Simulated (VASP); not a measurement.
Cu:

```
Cu
1.0
    -1.14499    1.14499    1.14499
     1.14499   -1.14499    1.14499
     1.14499    1.14499   -1.14499
Cu
1
Direct
  0.00000 0.00000 0.00000
```

This cell differs from its parent crystal: volume scaled by 0.5.

Base run:

| Item | Value |
| --- | --- |
| Program | VASP 6.6.1 |
| Functional | PBE |
| Potentials or basis | VASP PAW PBE potentials, release 64 (Cu) |
| Cutoff | 520 eV |
| k mesh | 18 × 18 × 18 |
| Occupations | fermi-dirac, width 0.1 eV |
| Spin | no spin polarisation |

Its results: pressure 537.0 GPa.

The run is repeated on the same cell with these changes: further incar settings from ALGO = Normal; EDIFF = 1e-06; NBANDS = 12 to ALGO = Normal; EDIFF = 1e-07; NBANDS = 12. What comes out?

Pressure 537.6 GPa.
